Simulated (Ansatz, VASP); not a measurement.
## Al12Cl: VASP beside Ansatz

The input INCAR:

```
ALGO = Normal
DIPOL = 0.5 0.5 0.306
EDIFF = 1E-7
ENCUT = 520
GGA = PE
IDIPOL = 3
ISIF = 2
ISMEAR = 0
IVDW = 12
LASPH = True
LCHARG = True
LDIPOL = True
LELF = True
LREAL = False
LVACPOTAV = True
LVHAR = True
LWAVE = False
NBANDS = 34
NELM = 80
PREC = Accurate
SIGMA = 0.1
```

Contents of KPOINTS:

```
k-points
0
Gamma
  5 5 1
```

The input POSCAR:

```
Al12Cl
1.0
    5.6314608525      0.0000000000      0.0000000000
    0.0000000000      5.6314608525      0.0000000000
    0.0000000000      0.0000000000     21.1495692393
Al Cl
12 1
Direct
    0.2500000000      0.2500000000      0.1891291475
    0.2500000000      0.7500000000      0.1891291475
    0.7500000000      0.2500000000      0.1891291475
    0.7500000000      0.7500000000      0.1891291475
    0.0000000000      0.0000000000      0.2871045368
    0.0000000000      0.5000000000      0.2871045368
    0.5000000000      0.0000000000      0.2871045368
    0.5000000000      0.5000000000      0.2871045368
    0.2500000000      0.2500000000      0.3853302707
    0.2500000000      0.7500000000      0.3853302707
    0.7500000000      0.2500000000      0.3853302707
    0.7500000000      0.7500000000      0.3853302707
    0.2500000000      0.2500000000      0.5271771313
```

Input for Ansatz:

```yaml
crystal:
  lattice:
    - [5.6314608525, 0.0, 0.0]
    - [0.0, 5.6314608525, 0.0]
    - [0.0, 0.0, 21.1495692393]
  atoms:
    - { symbol: Al, position: [0.25, 0.25, 0.1891291475] }
    - { symbol: Al, position: [0.25, 0.75, 0.1891291475] }
    - { symbol: Al, position: [0.75, 0.25, 0.1891291475] }
    - { symbol: Al, position: [0.75, 0.75, 0.1891291475] }
    - { symbol: Al, position: [0.0, 0.0, 0.2871045368] }
    - { symbol: Al, position: [0.0, 0.5, 0.2871045368] }
    - { symbol: Al, position: [0.5, 0.0, 0.2871045368] }
    - { symbol: Al, position: [0.5, 0.5, 0.2871045368] }
    - { symbol: Al, position: [0.25, 0.25, 0.3853302707] }
    - { symbol: Al, position: [0.25, 0.75, 0.3853302707] }
    - { symbol: Al, position: [0.75, 0.25, 0.3853302707] }
    - { symbol: Al, position: [0.75, 0.75, 0.3853302707] }
    - { symbol: Cl, position: [0.25, 0.25, 0.5271771313] }
basis:
  ecutwfc: 420
kpoints:
  mp_grid: { grid: [5, 5, 1] }
hamiltonian:
  xc: pbe
  pseudopotentials: { kind: paw, azcp: { folder: soft_1 } }
  dispersion: d3bj
scf:
  occupations: { method: gaussian, width: 0.1 }
output:
  forces: true
  eigenvalues: true
efield:
  axis: 3
  dipole_correction: true
  ramp_width: 0.04
```

Alike in both runs: task single point; functional PBE; dispersion D3(BJ); k mesh 5 × 5 × 1; occupations gaussian, width 0.1 eV; no spin polarisation.

|  | VASP | Ansatz |
| --- | --- | --- |
| version | VASP 6.6.1 | Ansatz 0.2.0 |
| potentials or method | VASP PAW PBE potentials, release 64 (Al, Cl), cutoff 520 eV | scalar-relativistic, plane waves, PAW |
| valence electrons in the cell | 43 | 43 |

VASP gave:

```
gap on the k mesh at the Fermi level (eV)  : none
rms of the force components (eV/Å)         : 0.393
work function, face that differs most (eV) : 4.41
```

**Question.** Which values does Ansatz return?

**Answer.** gap on the k mesh at the Fermi level (eV): none; rms of the force components (eV/Å): 0.392; work function, face that differs most (eV): 4.41.

Atom by atom the forces differ by 0.001 eV/Å (rms over components). A gap of «none» marks a metal or a gap that the smearing closes.
